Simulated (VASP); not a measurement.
# PbO (P6_3/mmc) in VASP: notebook, part 3 of 3

VASP 6.6.1. Earlier steps stand in the parts before.

### Step 7. Single point, r2SCAN

This run uses another cell than the first one, of 17.82 Å³/atom, 1.031 times its volume.

POSCAR reads:

```
PbO
1.0
    3.5664584730      0.0000000000      0.0000000000
   -1.7832292365      3.0886436392      0.0000000000
    0.0000000000      0.0000000000      6.4701096420
Pb O
2 2
Direct
    0.0000000000      0.0000000000      0.0000000000
    0.0000000000      0.0000000000      0.5000000000
    0.3333333333      0.6666666667      0.2500000000
    0.6666666667      0.3333333333      0.7500000000
```

INCAR.step1 reads:

```
PREC = Accurate
ENCUT = 520
ISMEAR = -1
SIGMA = 0.02
LREAL = False
LASPH = True
NELM = 60
NBANDS = 28
GGA = PE
ALGO = Normal
EDIFF = 1E-4
LWAVE = True
LCHARG = False
```

INCAR.step2 reads:

```
PREC = Accurate
ENCUT = 520
EDIFF = 1E-6
ISMEAR = -1
SIGMA = 0.02
LREAL = False
LASPH = True
NELM = 60
ALGO = Normal
ISIF = 2
LWAVE = False
LCHARG = False
METAGGA = R2SCAN
LMIXTAU = True
NBANDS = 28
ISTART = 1
```

KPOINTS reads:

```
Automatic mesh
0
Gamma
  12 12 4
```

Potentials or basis: VASP PAW PBE potentials, release 64 (Pb_d, O).

Command:

```
> cat potpaw_PBE.64/Pb_d/POTCAR potpaw_PBE.64/O/POTCAR > POTCAR
> cp INCAR.step1 INCAR
> mpirun -np 1 vasp_std > vasp.out
> cp INCAR.step2 INCAR
> mpirun -np 1 vasp_std > vasp.out
```

OUTCAR:

```text
PREC = Accurate
   ENCUT = 520
   EDIFF = 1E-6
   ISMEAR = -1
   LREAL = False
   LASPH = True
   NELM = 60
   ISIF = 2
   METAGGA = R2SCAN
   ISTART = 1

 ion  position               nearest neighbor table
   1  0.000  0.000  0.000-   3 2.62   4 2.62   4 2.62   3 2.62   4 2.62   3 2.62   2 3.24   2 3.24

   2  0.000  0.000  0.500-   3 2.62   4 2.62   4 2.62   3 2.62   4 2.62   3 2.62   1 3.24   1 3.24

   3  0.333  0.667  0.250-   1 2.62   2 2.62   1 2.62   2 2.62   1 2.62   2 2.62
   4  0.667  0.333  0.750-   1 2.62   2 2.62   1 2.62   2 2.62   1 2.62   2 2.62

  LATTYP: Found a hexagonal cell.
 ALAT       =     3.5664584730
 C/A-ratio  =     1.8141553283

  Lattice vectors:

 A1 = (   3.5664584730,   0.0000000000,   0.0000000000)
 A2 = (  -1.7832292365,   3.0886436392,   0.0000000000)
 A3 = (   0.0000000000,   0.0000000000,   6.4701096420)

Analysis of symmetry for initial positions (statically):
=====================================================================
 Subroutine PRICEL returns:
 Original cell was already a primitive cell.

 Routine SETGRP: Setting up the symmetry group for a
 hexagonal supercell.

 Subroutine GETGRP returns: Found 24 space group operations
 (whereof 12 operations were pure point group operations)
 out of a pool of 24 trial point group operations.

The static configuration has the point symmetry D_3d.
 The point group associated with its full space group is D_6h.

Analysis of symmetry for dynamics (positions and initial velocities):
=====================================================================
 Subroutine PRICEL returns:
 Original cell was already a primitive cell.

 Routine SETGRP: Setting up the symmetry group for a
 hexagonal supercell.

 Subroutine GETGRP returns: Found 24 space group operations
 (whereof 12 operations were pure point group operations)
 out of a pool of 24 trial point group operations.

The dynamic configuration has the point symmetry D_3d.
 The point group associated with its full space group is D_6h.

 Subroutine INISYM returns: Found 24 space group operations
 (whereof 12 operations are pure point group operations),
 and found     1 'primitive' translations

----------------------------------------------------------------------------------------

                                     Primitive cell

  volume of cell :      71.2716

  direct lattice vectors                    reciprocal lattice vectors
     3.566458473  0.000000000  0.000000000     0.280390199  0.161883357  0.000000000
    -1.783229236  3.088643639  0.000000000     0.000000000  0.323766713  0.000000000
     0.000000000  0.000000000  6.470109642     0.000000000  0.000000000  0.154556886

  length of vectors
     3.566458473  3.566458473  6.470109642     0.323766713  0.323766713  0.154556886

  position of ions in fractional coordinates (direct lattice)
     0.000000000  0.000000000  0.000000000
     0.000000000  0.000000000  0.500000000
     0.333333333  0.666666667  0.250000000
     0.666666667  0.333333333  0.750000000

  ion indices of the primitive-cell ions
   primitive index   ion index
                 1           1
                 2           2
                 3           3
                 4           4

----------------------------------------------------------------------------------------

 KPOINTS: Automatic mesh

Automatic generation of k-mesh.
 Grid dimensions read from file:
 generate k-points for:   12   12    4

 Generating k-lattice:

  Cartesian coordinates                     Fractional coordinates (reciprocal lattice)
     0.023365850  0.013490280  0.000000000     0.083333333  0.000000000  0.000000000
     0.000000000  0.026980559  0.000000000     0.000000000  0.083333333  0.000000000
     0.000000000  0.000000000  0.038639222     0.000000000  0.000000000  0.250000000

  Length of vectors
     0.026980559  0.026980559  0.038639222

  Shift w.r.t. Gamma in fractional coordinates (k-lattice)
     0.000000000  0.000000000  0.000000000

 Subroutine IBZKPT returns following result:
 ===========================================

 Found     57 irreducible k-points:

 Following reciprocal coordinates:
            Coordinates               Weight
  0.000000  0.000000  0.000000      1.000000
  0.083333  0.000000  0.000000      6.000000
  0.166667 -0.000000  0.000000      6.000000
  0.250000  0.000000  0.000000      6.000000
  0.333333  0.000000  0.000000      6.000000
  0.416667  0.000000  0.000000      6.000000
[... 16 lines left out ...]
  0.250000  0.000000  0.250000     12.000000
  0.333333  0.000000  0.250000     12.000000
 [... further k-points ...]
   k-points           NKPTS =     57   k-points in BZ     NKDIM =     57   number of bands    NBANDS=     28
   number of dos      NEDOS =    301   number of ions     NIONS =      4
   total plane-waves  NPLWV =  37632
   dimension x,y,z NGX =    28 NGY =   28 NGZ =   48
   dimension x,y,z NGXF=    56 NGYF=   56 NGZF=   96
   ions per type =               2   2
   NGX,Y,Z   is equivalent  to a cutoff of  13.05, 13.05, 12.33 a.u.
   NGXF,Y,Z  is equivalent  to a cutoff of  26.10, 26.10, 24.67 a.u.
 SYSTEM =  unknown system
   PREC   = accura    normal or accurate (medium, high low for compatibility)
   ISTART =      1    job   : 0-new  1-cont  2-samecut
   ICHARG =      0    charge: 1-file 2-atom 10-const
   ISPIN  =      1    spin polarized calculation?
   LNONCOLLINEAR =      F non collinear calculations
   LSORBIT =      F    spin-orbit coupling
   LASPH  =      T    aspherical Exc in radial PAW
   ENCUT  =  520.0 eV  38.22 Ry    6.18 a.u.   6.63  6.63 12.03*2*pi/ulx,y,z
   NELM   =     60;   NELMIN=  2; NELMDL=  0     # of ELM steps
   EDIFF  = 0.1E-05   stopping-criterion for ELM
   LREAL  =      F    real-space projection
   EDIFFG = 0.1E-04   stopping-criterion for IOM
   NSW    =      0    number of steps for IOM
   IBRION =     -1    ionic relax: 0-MD 1-quasi-New 2-CG
   NFREE  =      0    steps in history (QN), initial steepest desc. (CG)
   ISIF   =      2    stress and relaxation
   ISYM   =      2    0-nonsym 1-usesym 2-fastsym
   POTIM  = 0.5000    time-step for ionic-motion
   TEBEG  =    0.0;   TEEND  =   0.0 temperature during run
   PSTRESS=    0.0 pullay stress
   NELECT =      40.0000    total number of electrons
   NUPDOWN=      -1.0000    fix difference up-down
   EMIN   =  10.00;   EMAX   =-10.00  energy-range for DOS
   EFERMI =   0.00;   METHOD = LEGACY
   ISMEAR =    -1;   SIGMA  =   0.02  broadening in eV -4-tet -1-fermi 0-gaus
   EFERMI_NEDOS =   21; number of points for ismear=-14 and -15
   IALGO  =     38    algorithm
   IMIX   =      4    mixing-type and parameters
     AMIX     =   0.40;   BMIX     =  1.00
     AMIX_MAG =   1.60;   BMIX_MAG =  1.00
  volume/ion in A,a.u.               =      17.82       120.24
  Fermi-wavevector in a.u.,A,eV,Ry     =   1.350380  2.551848 24.810575  1.823526
  Thomas-Fermi vector in A             =   2.477889
   LORBIT       =      0    0 simple, 1 ext, 2 COOP (PROOUT), +10 PAW based schemes
   METAGGA = R2SCAN    functional components
   LHFCALC =     F    Hartree Fock is set to
   AEXX    =    0.0000 exact exchange contribution
   IVDW    =     0    specifies the selected vdW correction
   LEPSILON=     F    determine dielectric tensor
   LRPA    =     F    only Hartree local field effects (RPA)
 non-spin polarized calculation
  energy-cutoff  :      520.00
  volume of cell :       71.27
 maximum number of plane-waves:      1950
 NGX is ok and might be reduce to    28
   NGX = 13   NGY = 13   NGZ = 25

 number of electron      39.9999997 magnetization

 Free energy of the ion-electron system (eV)
  ---------------------------------------------------
  ext. energy  EPLUGINS =         0.00000000
  ---------------------------------------------------
  free energy    TOTEN  =      -128.20467063 eV

  energy without entropy =     -128.20438018  energy(sigma->0) =     -128.20452541

 E-fermi :   6.7804     XC(G=0): -11.2387

 val. band max:        6.7803826360   @ k =   0.0833   0.0000   0.0000
 cond. band min:       6.9324071934   @ k =   0.0000   0.0000   0.0000
 fundamental gap:      0.1520245574
 Fermi energy:         6.7804023091

 k-point     1 :       0.0000    0.0000    0.0000
  band No.  band energies     occupation
      1     -12.3595      2.00000
      2     -11.8105      2.00000
      3     -11.0779      2.00000
      4     -10.8329      2.00000
      5     -10.8329      2.00000
      6     -10.7952      2.00000
[... 20 lines left out ...]
     27      16.6625      0.00000
[... 691 lines left out ...]
      6     -10.7472      2.00000
[... 20 lines left out ...]
     27      14.8926      0.00000
     28      17.1604      0.00000

 [... further k-points ...]
[... 5 lines left out ...]
  --------------------------------------------------------------------------------------
  -------------------------------------------------------------------------------------
  Total        0.0603166      0.0603166      0.0779037      0.0000000     -0.0000000      0.0000000
  in kB        1.3559102      1.3559102      1.7512663      0.0000000     -0.0000000      0.0000000
  external PRESSURE =       1.4876956 kB  Pullay stress =       0.0000000 kB

 VOLUME and BASIS-vectors are now :
 -----------------------------------------------------------------------------
  energy-cutoff  :      520.00
  volume of cell :       71.27
      direct lattice vectors                 reciprocal lattice vectors
     3.566458473  0.000000000  0.000000000     0.280390199  0.161883357  0.000000000
    -1.783229236  3.088643639  0.000000000     0.000000000  0.323766713  0.000000000
     0.000000000  0.000000000  6.470109642     0.000000000  0.000000000  0.154556886

 POSITION                                       TOTAL-FORCE (eV/Angst)
 -----------------------------------------------------------------------------------
      0.00000      0.00000      0.00000         0.000000      0.000000      0.000000
      0.00000      0.00000      3.23505         0.000000      0.000000      0.000000
     -0.00000      2.05910      1.61753         0.000000     -0.000000     -0.000000
      1.78323      1.02955      4.85258        -0.000000      0.000000      0.000000
 -----------------------------------------------------------------------------------
    total drift:                                0.000000     -0.000000      0.000000

  FREE ENERGIE OF THE ION-ELECTRON SYSTEM (eV)
  ---------------------------------------------------
  free  energy   TOTEN  =      -128.2046706267 eV

  energy  without entropy=     -128.2043801841  energy(sigma->0) =     -128.20452541
```

Wall time 4.7 min (1 thread of Intel Xeon Platinum 8375C at 2.90GHz (Ice Lake), shared host); peak memory 0.26 GiB.

Results:

| Property | Result |
| --- | --- |
| Free energy | -128.2047 eV |
| Pressure | 0.1 GPa |
| Band gap on the k mesh | zero (band 20 reaches 6.78 eV, above the bottom of band 21 at 6.63 eV) |

Levels at points of the mesh, in eV from the Fermi level:
| k point | band 17 | band 18 | band 19 | band 20 | band 21 | band 22 | band 23 | band 24 |
| --- | --- | --- | --- | --- | --- | --- | --- | --- |
| (0.00, 0.00, 0.00) | -2.74 | -2.34 | -2.34 | -0.22 | 0.15 | 6.32 | 6.32 | 7.86 |
| (0.50, 0.00, 0.00) | -3.62 | -2.45 | -2.04 | -0.89 | -0.15 | 2.95 | 3.84 | 4.89 |
| (0.00, 0.00, 0.50) | -2.53 | -2.53 | -2.24 | -2.24 | 3.55 | 3.55 | 6.93 | 6.93 |
| (0.50, 0.00, 0.50) | -3.08 | -3.08 | -2.63 | -2.63 | 2.29 | 2.29 | 4.83 | 4.83 |

Caveat: the PAW data sets were made with another functional, which shifts forces and pressure a little; spin-orbit coupling is left out, which moves the levels of the heavy elements.

### Step 8. The runs side by side

```csv
level,cell,k mesh,gap on the mesh (eV),pressure (GPa)
r2SCAN,"a = 3.530, b = 3.530, c = 6.405 Å, angles 90.0, 90.0, 120.0°, 4 atoms",9 × 9 × 4,0.11,3.4
r2SCAN,"a = 3.566, b = 3.566, c = 6.470 Å, angles 90.0, 90.0, 120.0°, 4 atoms",9 × 9 × 4,0.19,0.2
PBE,"a = 3.566, b = 3.566, c = 6.470 Å, angles 90.0, 90.0, 120.0°, 4 atoms",12 × 12 × 4,none,2.7
r2SCAN,"a = 3.602, b = 3.602, c = 6.534 Å, angles 90.0, 90.0, 120.0°, 4 atoms",9 × 9 × 4,0.25,-2.5
r2SCAN,"a = 3.636, b = 3.636, c = 6.597 Å, angles 90.0, 90.0, 120.0°, 4 atoms",9 × 9 × 4,0.22,-4.9
r2SCAN,"a = 3.566, b = 3.566, c = 6.470 Å, angles 90.0, 90.0, 120.0°, 4 atoms",12 × 12 × 4,none,0.1
```

Alike in all rows: task single point; potentials or basis VASP PAW PBE potentials, release 64 (Pb_d, O); no spin polarisation; cutoff (eV) 520; smearing fermi-dirac 0.02 eV.

Caveats: spin-orbit coupling is left out, which moves the levels of the heavy elements; the PAW data sets were made with another functional, which shifts forces and pressure a little (some runs).

Total energies depend on the potentials used, so only differences within one code and one set of settings carry meaning.
